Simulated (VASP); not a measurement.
# Te (Im-3m) in VASP: notebook

Runs on Te. Level: PBE. Tasks: single point.

Everything below comes from runs of VASP 6.6.1. Logs are shortened: lines on timing, memory, paths and dates and some standing lists are left out, and cuts for length are marked.

## Step 1: The cell of the first run

The structure is cubic, space group Im-3m (No. 229). Conventional cell: a = 2.892 Å, b = 2.892 Å, c = 2.892 Å, α = 90.00°, β = 90.00°, γ = 90.00°. Within 3.3 Å of Te (site symmetry m-3m) lie 14 Te at 2.50 to 2.89 Å.

This isn't the form of Te at room conditions, which is trigonal, of chains.

## Step 2: Single point, PBE

Contents of INCAR:

```
PREC = Accurate
ENCUT = 520
EDIFF = 1E-6
ISMEAR = -1
SIGMA = 0.08
LREAL = F
LASPH = T
NELM = 100
ALGO = Normal
ISIF = 2
LWAVE = F
LCHARG = T
GGA = PE
LELF = T
LVHAR = T
NBANDS = 9
```

Contents of KPOINTS:

```
Automatic mesh
0
Gamma
  18 18 18
```

Contents of POSCAR:

```
Te
1.0
   -1.4461617672      1.4461617672      1.4461617672
    1.4461617672     -1.4461617672      1.4461617672
    1.4461617672      1.4461617672     -1.4461617672
Te
1
Direct
    0.0000000000      0.0000000000      0.0000000000
```

Potentials or basis: VASP PAW PBE potentials, release 64 (Te).

Launch:

```console
$ cat potpaw_PBE.64/Te/POTCAR > POTCAR
$ mpirun -np 1 vasp_std > vasp.out
```

OUTCAR:

```text
PREC = Accurate
   ENCUT = 520
   EDIFF = 1E-6
   ISMEAR = -1
   LREAL = F
   LASPH = T
   NELM = 100
   ISIF = 2
   GGA = PE

 ion  position               nearest neighbor table
   1  0.000  0.000  0.000-

  LATTYP: Found a body centered cubic cell.
 ALAT       =     2.8923235344

  Lattice vectors:

 A1 = (  -1.4461617672,   1.4461617672,   1.4461617672)
 A2 = (   1.4461617672,  -1.4461617672,   1.4461617672)
 A3 = (   1.4461617672,   1.4461617672,  -1.4461617672)

Analysis of symmetry for initial positions (statically):
=====================================================================
 Subroutine PRICEL returns:
 Original cell was already a primitive cell.

 Routine SETGRP: Setting up the symmetry group for a
 body centered cubic supercell.

 Subroutine GETGRP returns: Found 48 space group operations
 (whereof 48 operations were pure point group operations)
 out of a pool of 48 trial point group operations.

The static configuration has the point symmetry O_h .

Analysis of symmetry for dynamics (positions and initial velocities):
=====================================================================
 Subroutine PRICEL returns:
 Original cell was already a primitive cell.

 Routine SETGRP: Setting up the symmetry group for a
 body centered cubic supercell.

 Subroutine GETGRP returns: Found 48 space group operations
 (whereof 48 operations were pure point group operations)
 out of a pool of 48 trial point group operations.

The dynamic configuration has the point symmetry O_h .

 Subroutine INISYM returns: Found 48 space group operations
 (whereof 48 operations are pure point group operations),
 and found     1 'primitive' translations

----------------------------------------------------------------------------------------

                                     Primitive cell

  volume of cell :      12.0979

  direct lattice vectors                    reciprocal lattice vectors
    -1.446161767  1.446161767  1.446161767     0.000000000  0.345742787  0.345742787
     1.446161767 -1.446161767  1.446161767     0.345742787  0.000000000  0.345742787
     1.446161767  1.446161767 -1.446161767     0.345742787  0.345742787  0.000000000

  length of vectors
     2.504825657  2.504825657  2.504825657     0.488954139  0.488954139  0.488954139

  position of ions in fractional coordinates (direct lattice)
     0.000000000  0.000000000  0.000000000

  ion indices of the primitive-cell ions
   primitive index   ion index
                 1           1

----------------------------------------------------------------------------------------

 KPOINTS: Automatic mesh

Automatic generation of k-mesh.
 Grid dimensions read from file:
 generate k-points for:   18   18   18

 Generating k-lattice:

  Cartesian coordinates                     Fractional coordinates (reciprocal lattice)
     0.000000000  0.019207933  0.019207933     0.055555556  0.000000000  0.000000000
     0.019207933  0.000000000  0.019207933     0.000000000  0.055555556  0.000000000
     0.019207933  0.019207933  0.000000000     0.000000000  0.000000000  0.055555556

  Length of vectors
     0.027164119  0.027164119  0.027164119

  Shift w.r.t. Gamma in fractional coordinates (k-lattice)
     0.000000000  0.000000000  0.000000000

 Subroutine IBZKPT returns following result:
 ===========================================

 Found    195 irreducible k-points:

 Following reciprocal coordinates:
            Coordinates               Weight
  0.000000  0.000000  0.000000      1.000000
  0.055556  0.000000  0.000000     12.000000
  0.111111  0.000000  0.000000     12.000000
  0.166667  0.000000  0.000000     12.000000
  0.222222  0.000000  0.000000     12.000000
  0.277778  0.000000  0.000000     12.000000
[... 16 lines left out ...]
  0.333333  0.111111  0.000000     48.000000
  0.388889  0.111111  0.000000     48.000000
 [... further k-points ...]
   k-points           NKPTS =    195   k-points in BZ     NKDIM =    195   number of bands    NBANDS=      9
   number of dos      NEDOS =    301   number of ions     NIONS =      1
   total plane-waves  NPLWV =   8000
   dimension x,y,z NGX =    20 NGY =   20 NGZ =   20
   dimension x,y,z NGXF=    40 NGYF=   40 NGZF=   40
   ions per type =               1
   NGX,Y,Z   is equivalent  to a cutoff of  13.27, 13.27, 13.27 a.u.
   NGXF,Y,Z  is equivalent  to a cutoff of  26.55, 26.55, 26.55 a.u.
 SYSTEM =  unknown system
   PREC   = accura    normal or accurate (medium, high low for compatibility)
   ISTART =      0    job   : 0-new  1-cont  2-samecut
   ICHARG =      2    charge: 1-file 2-atom 10-const
   ISPIN  =      1    spin polarized calculation?
   LNONCOLLINEAR =      F non collinear calculations
   LSORBIT =      F    spin-orbit coupling
   LASPH  =      T    aspherical Exc in radial PAW
   ENCUT  =  520.0 eV  38.22 Ry    6.18 a.u.   4.66  4.66  4.66*2*pi/ulx,y,z
   NELM   =    100;   NELMIN=  2; NELMDL= -5     # of ELM steps
   EDIFF  = 0.1E-05   stopping-criterion for ELM
   LREAL  =      F    real-space projection
   EDIFFG = 0.1E-04   stopping-criterion for IOM
   NSW    =      0    number of steps for IOM
   IBRION =     -1    ionic relax: 0-MD 1-quasi-New 2-CG
   NFREE  =      0    steps in history (QN), initial steepest desc. (CG)
   ISIF   =      2    stress and relaxation
   ISYM   =      2    0-nonsym 1-usesym 2-fastsym
   POTIM  = 0.5000    time-step for ionic-motion
   TEBEG  =    0.0;   TEEND  =   0.0 temperature during run
   PSTRESS=    0.0 pullay stress
   NELECT =       6.0000    total number of electrons
   NUPDOWN=      -1.0000    fix difference up-down
   EMIN   =  10.00;   EMAX   =-10.00  energy-range for DOS
   EFERMI =   0.00;   METHOD = LEGACY
   ISMEAR =    -1;   SIGMA  =   0.08  broadening in eV -4-tet -1-fermi 0-gaus
   EFERMI_NEDOS =   21; number of points for ismear=-14 and -15
   IALGO  =     38    algorithm
   IMIX   =      4    mixing-type and parameters
     AMIX     =   0.40;   BMIX     =  1.00
     AMIX_MAG =   1.60;   BMIX_MAG =  1.00
  volume/ion in A,a.u.               =      12.10        81.64
  Fermi-wavevector in a.u.,A,eV,Ry     =   1.295851  2.448803 22.847306  1.679230
  Thomas-Fermi vector in A             =   2.427344
   LORBIT       =      0    0 simple, 1 ext, 2 COOP (PROOUT), +10 PAW based schemes
   GGA     = PE    functional components
   LHFCALC =     F    Hartree Fock is set to
   AEXX    =    0.0000 exact exchange contribution
   IVDW    =     0    specifies the selected vdW correction
   LEPSILON=     F    determine dielectric tensor
   LRPA    =     F    only Hartree local field effects (RPA)
 non-spin polarized calculation
  energy-cutoff  :      520.00
  volume of cell :       12.10
 maximum number of plane-waves:       338
   NGX =  9   NGY =  9   NGZ =  9

 number of electron       5.9999999 magnetization

 Free energy of the ion-electron system (eV)
  ---------------------------------------------------
  ext. energy  EPLUGINS =         0.00000000
  ---------------------------------------------------
  free energy    TOTEN  =         5.14398490 eV

  energy without entropy =        5.15196413  energy(sigma->0) =        5.14797452

 E-fermi :  25.5893     XC(G=0): -14.2639

 val. band max:       25.5846874767   @ k =   0.4444   0.0556   0.0000
 cond. band min:      25.6043848981   @ k =   0.1111   0.1111   0.1111
 fundamental gap:      0.0196974214
 Fermi energy:        25.5893371844

 k-point     1 :       0.0000    0.0000    0.0000
  band No.  band energies     occupation
      1       0.4497      2.00000
      2      34.8494      0.00000
      3      34.8494      0.00000
      4      34.8494      0.00000
      5      36.6727      0.00000
      6      36.6727      0.00000
      7      36.6727      0.00000
      8      38.3422      0.00000
      9      38.3422      0.00000

 k-point     2 :       0.0556    0.0000    0.0000
  band No.  band energies     occupation
      1       0.5732      2.00000
      2      33.6449      0.00000
      3      34.5705      0.00000
      4      34.6378      0.00000
      5      35.4808      0.00000
      6      35.6958      0.00000
      7      36.2566      0.00000
      8      38.8112      0.00000
      9      39.1893      0.00000

 k-point     3 :       0.1111    0.0000    0.0000
  band No.  band energies     occupation
      1       0.9443      2.00000
      2      30.8107      0.00000
      3      33.6589      0.00000
      4      33.7503      0.00000
      5      33.9910      0.00000
      6      35.1094      0.00000
      7      36.2525      0.00000
      8      39.7277      0.00000
      9      39.9598      0.00000

 k-point     4 :       0.1667    0.0000    0.0000
  band No.  band energies     occupation
      1       1.5647      2.00000
      2      27.6629      0.00000
      3      32.0409      0.00000
      4      32.3264      0.00000
      5      33.3872      0.00000
      6      34.6478      0.00000
      7      36.8578      0.00000
      8      40.1894      0.00000
      9      41.5089      0.00000
[... 205 lines left out ...]
 k-point    22 :       0.2778    0.1111    0.0000
  band No.  band energies     occupation
      1       5.3243      2.00000
      2      18.7271      2.00000
      3      24.7187      1.99996
      4      28.1919      0.00000
      5      33.5503      0.00000
      6      36.8005      0.00000
      7      38.2983      0.00000
      8      43.9005      0.00000
      9      45.4693      0.00000

 k-point    23 :       0.3333    0.1111    0.0000
  band No.  band energies     occupation
      1       6.9631      2.00000
      2      15.9454      2.00000
      3      24.0493      2.00000
      4      27.5456      0.00000
      5      33.3063      0.00000
      6      36.6224      0.00000
      7      39.2609      0.00000
      8      44.2271      0.00000
      9      46.7447      0.00000

 k-point    24 :       0.3889    0.1111    0.0000
  band No.  band energies     occupation
      1       8.8536      2.00000
      2      13.3588      2.00000
      3      23.6342      2.00000
      4      27.1504      0.00000
      5      33.1616      0.00000
      6      36.5052      0.00000
      7      40.1713      0.00000
      8      43.8404      0.00000
      9      46.9248      0.00000

 [... further k-points ...]

------------------------ aborting loop because EDIFF is reached ----------------------------------------

  FORCE on cell =-STRESS in cart. coord.  units (eV):
  Direction    XX          YY          ZZ          XY          YZ          ZX
  --------------------------------------------------------------------------------------
  -------------------------------------------------------------------------------------
  Total       26.1101446     26.1101446     26.1101446      0.0000000      0.0000000      0.0000000
  in kB     3457.8746120   3457.8746120   3457.8746120      0.0000000      0.0000000      0.0000000
  external PRESSURE =    3457.8746120 kB  Pullay stress =       0.0000000 kB

 VOLUME and BASIS-vectors are now :
 -----------------------------------------------------------------------------
  energy-cutoff  :      520.00
  volume of cell :       12.10
      direct lattice vectors                 reciprocal lattice vectors
    -1.446161767  1.446161767  1.446161767     0.000000000  0.345742787  0.345742787
     1.446161767 -1.446161767  1.446161767     0.345742787  0.000000000  0.345742787
     1.446161767  1.446161767 -1.446161767     0.345742787  0.345742787  0.000000000

 POSITION                                       TOTAL-FORCE (eV/Angst)
 -----------------------------------------------------------------------------------
      0.00000      0.00000      0.00000         0.000000     -0.000000     -0.000000
 -----------------------------------------------------------------------------------
    total drift:                               -0.000000      0.000000      0.000000

  FREE ENERGIE OF THE ION-ELECTRON SYSTEM (eV)
  ---------------------------------------------------
  free  energy   TOTEN  =         5.1439848994 eV

  energy  without entropy=        5.1519641315  energy(sigma->0) =        5.14797452
```

It took 13 s on 1 thread of AMD EPYC 9R45 (Zen 5), shared host; peak memory 0.11 GiB.

Results:

```
Free energy            : 5.1440 eV
Pressure               : 345.8 GPa
Band gap on the k mesh : zero (bands 3 and 4 overlap by 17.56 eV)
```

Levels at points of the mesh, in eV from the Fermi level:
```csv
k point,band 1,band 2,band 3,band 4,band 5,band 6,band 7
"(0.00, 0.00, 0.00)",-25.14,9.26,9.26,9.26,11.08,11.08,11.08
"(0.50, 0.00, 0.00)",-15.06,-14.88,0.72,2.27,6.07,8.09,16.32
"(0.50, 0.50, 0.50)",-7.50,-7.50,-7.50,-3.87,-1.37,-1.37,18.17
```

Caveat: the cell stands under pressure; spin-orbit coupling is left out, which moves the levels of the heavy elements.

(Part 1 of 2 ends here.)
